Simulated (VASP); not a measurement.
# AgCl in VASP: notebook, part 2 of 2

VASP 6.6.1. Earlier steps stand in the parts before.

### Step 4. Single point, HSE06 (uniaxial x strain -2.1%)

Input file POSCAR:

```
AgCl
1.0
    0.0000000000      2.7731838142      2.7731838142
    2.7135603622      0.0000000000      2.7731838142
    2.7135603622      2.7731838142      0.0000000000
Ag Cl
1 1
Direct
    0.0000000000      0.0000000000      0.0000000000
    0.5000000000      0.5000000000      0.5000000000
```

Input file INCAR.step1:

```
SYSTEM = AgCl
ALGO     = Normal         ! electronic algorithm
EDIFF    = 1E-5           ! SCF threshold, eV
ENCUT    = 520            ! plane-wave cutoff, eV
GGA      = PE             ! functional
ISIF     = 2              ! what is computed and relaxed
ISMEAR   = 0              ! smearing method
LASPH    = .True.         ! aspherical terms in the spheres
LCHARG   = .False.        ! write CHGCAR
LREAL    = .False.        ! projectors in reciprocal space
LWAVE    = .True.         ! write WAVECAR
NBANDS   = 16             ! bands
NELM     = 100            ! most SCF steps
PREC     = Accurate       ! precision mode
SIGMA    = 0.01           ! smearing width, eV
```

Input file INCAR.step2:

```
SYSTEM = AgCl
ALGO     = Normal         ! electronic algorithm
EDIFF    = 1E-7           ! SCF threshold, eV
ENCUT    = 520            ! plane-wave cutoff, eV
GGA      = PE             ! functional
HFSCREEN = 0.2079         ! screening, 1/A
ISIF     = 2              ! what is computed and relaxed
ISMEAR   = 0              ! smearing method
ISTART   = 1            
LASPH    = .True.         ! aspherical terms in the spheres
LCHARG   = .False.        ! write CHGCAR
LHFCALC  = .True.         ! exact exchange
LREAL    = .False.        ! projectors in reciprocal space
LWAVE    = .False.        ! write WAVECAR
NBANDS   = 16             ! bands
NELM     = 100            ! most SCF steps
PREC     = Accurate       ! precision mode
PRECFOCK = Normal       
SIGMA    = 0.01           ! smearing width, eV
```

Input file KPOINTS:

```
k-points
0
Gamma
  6 6 6
  0 0 0
```

Potentials or basis: VASP PAW PBE potentials, release 64 (Ag, Cl).

Launch:

```bash
$ cat potpaw_PBE.64/Ag/POTCAR potpaw_PBE.64/Cl/POTCAR > POTCAR
$ cp INCAR.step1 INCAR
$ mpirun -np 1 vasp_std > vasp.out
$ cp INCAR.step2 INCAR
$ mpirun -np 1 vasp_std > vasp.out
```

OUTCAR:

```text
SYSTEM = AgCl
   EDIFF = 1E-7
   ENCUT = 520
   GGA = PE
   HFSCREEN = 0.2079
   ISIF = 2
   ISMEAR = 0
   ISTART = 1
   LASPH = .True.
   LHFCALC = .True.
   LREAL = .False.
   NELM = 100
   PREC = Accurate
   PRECFOCK = Normal

 ion  position               nearest neighbor table
   1  0.000  0.000  0.000-   2 2.71   2 2.71   2 2.77   2 2.77   2 2.77   2 2.77
   2  0.500  0.500  0.500-   1 2.71   1 2.71   1 2.77   1 2.77   1 2.77   1 2.77

  LATTYP: Found a body centered tetragonal cell.
 ALAT       =     3.9218741610
 C/A-ratio  =     1.3838079708

  Lattice vectors:

 A1 = (  -2.7135603622,   0.0000000000,  -2.7731838142)
 A2 = (  -2.7135603622,   0.0000000000,   2.7731838142)
 A3 = (   2.7135603622,   2.7731838142,   0.0000000000)

Analysis of symmetry for initial positions (statically):
=====================================================================
 Subroutine PRICEL returns:
 Original cell was already a primitive cell.

 Routine SETGRP: Setting up the symmetry group for a
 body centered tetragonal supercell.

[... 172 lines left out ...]

  energy without entropy =       -6.62583059  energy(sigma->0) =       -6.62583059

 E-fermi :   3.2399     XC(G=0):  -8.3005

 val. band max:        3.1506849186   @ k =   0.5000   0.0000   0.0000
 cond. band min:       5.4590495151   @ k =   0.0000   0.0000   0.0000
 fundamental gap:      2.3083645965
 Fermi energy:         3.2399383251

 k-point     1 :       0.0000    0.0000    0.0000
  band No.  band energies     occupation
      1     -13.3714      2.00000
      2       0.1166      2.00000
      3       0.1167      2.00000
      4       0.1331      2.00000
      5       0.1380      2.00000
      6       0.1693      2.00000
[... 433 lines left out ...]
      3      -1.3646      2.00000
      4      -1.3205      2.00000
      5       0.4664      2.00000
      6       0.5490      2.00000
[... 8 lines left out ...]
     15      18.6390      0.00000
     16      20.1031      0.00000

 [... further k-points ...]

------------------------ aborting loop because EDIFF is reached ----------------------------------------

  FORCE on cell =-STRESS in cart. coord.  units (eV):
  Direction    XX          YY          ZZ          XY          YZ          ZX
  --------------------------------------------------------------------------------------
  -------------------------------------------------------------------------------------
  Total        0.7498631      0.5575595      0.5575595      0.0000000      0.0000000     -0.0000000
  in kB       28.7849705     21.4030187     21.4030187      0.0000000      0.0000000     -0.0000000
  external PRESSURE =      23.8636693 kB  Pullay stress =       0.0000000 kB

 VOLUME and BASIS-vectors are now :
 -----------------------------------------------------------------------------
  energy-cutoff  :      520.00
  volume of cell :       41.74
      direct lattice vectors                 reciprocal lattice vectors
     0.000000000  2.773183814  2.773183814    -0.184259767  0.180298182  0.180298182
     2.713560362  0.000000000  2.773183814     0.184259767 -0.180298182  0.180298182
     2.713560362  2.773183814  0.000000000     0.184259767  0.180298182 -0.180298182

 POSITION                                       TOTAL-FORCE (eV/Angst)
 -----------------------------------------------------------------------------------
      0.00000      0.00000      0.00000        -0.000000      0.000000      0.000000
      2.71356      2.77318      2.77318         0.000000      0.000000     -0.000000
 -----------------------------------------------------------------------------------
    total drift:                               -0.000008     -0.000000     -0.000000

  FREE ENERGIE OF THE ION-ELECTRON SYSTEM (eV)
  ---------------------------------------------------
  free  energy   TOTEN  =        -6.6258305947 eV

  energy  without entropy=       -6.6258305947  energy(sigma->0) =       -6.62583059
```

OUTCAR.step1:

```text
SYSTEM = AgCl
   EDIFF = 1E-5
   ENCUT = 520
   GGA = PE
   ISIF = 2
   ISMEAR = 0
[... 680 lines left out ...]
      0.00000      0.00000      0.00000        -0.000000     -0.000000     -0.000000
      2.71356      2.77318      2.77318         0.000000      0.000000      0.000000
 -----------------------------------------------------------------------------------
    total drift:                               -0.000000      0.000000      0.000000

  FREE ENERGIE OF THE ION-ELECTRON SYSTEM (eV)
  ---------------------------------------------------
  free  energy   TOTEN  =        -5.3805451045 eV

  energy  without entropy=       -5.3805451045  energy(sigma->0) =       -5.38054510
```

OSZICAR.step1:

```text
N       E                     dE             d eps       ncg     rms          rms(c)
DAV:   1     0.999181661973E+02    0.99918E+02   -0.86784E+03   976   0.102E+03
DAV:   2    -0.178551118785E+01   -0.10170E+03   -0.94271E+02  1224   0.221E+02
DAV:   3    -0.553513967934E+01   -0.37496E+01   -0.37419E+01  1208   0.446E+01
DAV:   4    -0.556017104171E+01   -0.25031E-01   -0.25030E-01  1216   0.393E+00
DAV:   5    -0.556050083137E+01   -0.32979E-03   -0.32979E-03  1200   0.443E-01    0.656E+00
DAV:   6    -0.538516635483E+01    0.17533E+00   -0.24337E-01  1200   0.642E+00    0.426E+00
DAV:   7    -0.538110976066E+01    0.40566E-02   -0.95394E-02  1168   0.205E+00    0.202E+00
DAV:   8    -0.538040771357E+01    0.70205E-03   -0.44537E-03  1096   0.690E-01    0.317E-01
DAV:   9    -0.538048113202E+01   -0.73418E-04   -0.50625E-04  1256   0.270E-01    0.351E-02
DAV:  10    -0.538054113259E+01   -0.60001E-04   -0.80006E-05  1096   0.803E-02    0.264E-02
DAV:  11    -0.538054510449E+01   -0.39719E-05   -0.46713E-06   992   0.158E-02
   1 F= -.53805451E+01 E0= -.53805451E+01  d E =-.278451E-19
```

Wall time 29 min (1 thread of Intel Xeon 6975P-C (Granite Rapids), shared host); peak memory 0.3 GiB.

What came out:

| Item | Value |
| --- | --- |
| Free energy | -6.6258 eV |
| Pressure | 2.4 GPa |
| Band gap on the k mesh | 2.31 eV (least direct gap 4.70 eV) |

Levels at points of the mesh, in eV from the valence-band top:
```
           k point  band 6  band 7  band 8  band 9  band 10  band 11  band 12  band 13
(0.00, 0.00, 0.00)   -2.98   -2.46   -2.40   -2.40     2.31    12.34    12.34    12.40
(0.50, 0.00, 0.00)   -2.62   -2.18   -0.16    0.00     5.48     8.51     9.04     9.28
(0.50, 0.50, 0.00)   -2.83   -2.51   -2.49   -2.42     3.89     9.34    10.25    13.33
(0.00, 0.50, 0.50)   -2.80   -2.50   -2.50   -2.41     3.87     9.19    10.47    13.35
```

Caveat: the cell differs from its parent crystal (uniaxial x strain -2.1%); the PAW data sets were made with another functional, which shifts forces and pressure a little. A k mesh can miss the band edges.

### Step 5. Single point, PBE (uniaxial z strain +5.0%)

Input file INCAR:

```
ALGO     = Normal         # electronic algorithm
EDIFF    = 1E-6           # SCF threshold, eV
ENCUT    = 520            # plane-wave cutoff, eV
GGA      = PE             # functional
ISIF     = 2              # what is computed and relaxed
ISMEAR   = -1             # smearing method
LASPH    = True           # aspherical terms in the spheres
LCHARG   = False          # write CHGCAR
LREAL    = False          # projectors in reciprocal space
LWAVE    = False          # write WAVECAR
NBANDS   = 16             # bands
NELM     = 100            # most SCF steps
PREC     = Accurate       # precision mode
SIGMA    = 0.02           # smearing width, eV
```

Input file KPOINTS:

```
k-points
0
Gamma
  8 8 8
```

Input file POSCAR:

```
AgCl
1.0
    0.0000000000      2.7731838142      2.9104564130
    2.7731838142      0.0000000000      2.9104564130
    2.7731838142      2.7731838142      0.0000000000
Ag Cl
1 1
Direct
    0.0000000000      0.0000000000      0.0000000000
    0.5000000000      0.5000000000      0.5000000000
```

Launch:

```bash
$ cat potpaw_PBE.64/Ag/POTCAR potpaw_PBE.64/Cl/POTCAR > POTCAR
$ mpirun -np 1 vasp_std > vasp.out
```

Wall time 49 s (1 thread of Intel Xeon 8259CL, shared host); peak memory 0.19 GiB.

The run converged. Its results:

```yaml
Free_energy: -5.3975 eV
Pressure: -0.5 GPa
Band_gap_on_the_k_mesh: 0.79 eV (least direct gap 2.98 eV)
```

Stress tensor (GPa, compression positive):
```
-0.28  0.00  0.00
 0.00 -0.28  0.00
 0.00  0.00 -0.88
```

Levels at points of the mesh, in eV from the valence-band top:
```csv
k point,band 7,band 8,band 9,band 10,band 11,band 12
"(0.00, 0.00, 0.00)",-2.33,-2.33,-2.19,0.79,10.64,10.79
"(0.50, 0.00, 0.00)",-1.78,-0.29,0.00,4.22,6.16,7.40
"(0.50, 0.50, 0.00)",-1.98,-1.98,-1.93,2.34,8.01,8.14
"(0.50, 0.00, 0.50)",-2.00,-1.96,-1.91,2.31,7.87,8.49
```

Caveat: the cell differs from its parent crystal (uniaxial z strain +5.0%). A k mesh can miss the band edges.

### Step 6. Overview

```csv
level,cell,k mesh,smearing,grid for exact exchange (PRECFOCK),share of exact exchange,screening parameter,gap on the mesh (eV),pressure (GPa)
PBE,"a = 4.057 Å, angles 57.8°, 2 atoms",8 × 8 × 8,fermi-dirac 0.02 eV,-,-,-,0.88,-0.8
PBE,"a = 3.922, b = 3.880, c = 3.880 Å, angles 60.7, 59.6, 59.6°, 2 atoms",8 × 8 × 8,fermi-dirac 0.02 eV,-,-,-,0.84,2.7
HSE06,"a = 3.922, b = 3.880, c = 3.880 Å, angles 60.7, 59.6, 59.6°, 2 atoms",6 × 6 × 6,gaussian 0.01 eV,Normal,0.25,0.2079 1/Å,2.31,2.4
PBE,"a = 4.020, b = 4.020, c = 3.922 Å, angles 60.8, 60.8, 58.4°, 2 atoms",8 × 8 × 8,fermi-dirac 0.02 eV,-,-,-,0.79,-0.5
```

Alike in all rows: task single point; potentials or basis VASP PAW PBE potentials, release 64 (Ag, Cl); no spin polarisation; cutoff (eV) 520.

Caveats: the PAW data sets were made with another functional, which shifts forces and pressure a little (at least some runs).

Total energies depend on the potentials used, so only differences within one code and one set of settings carry meaning.
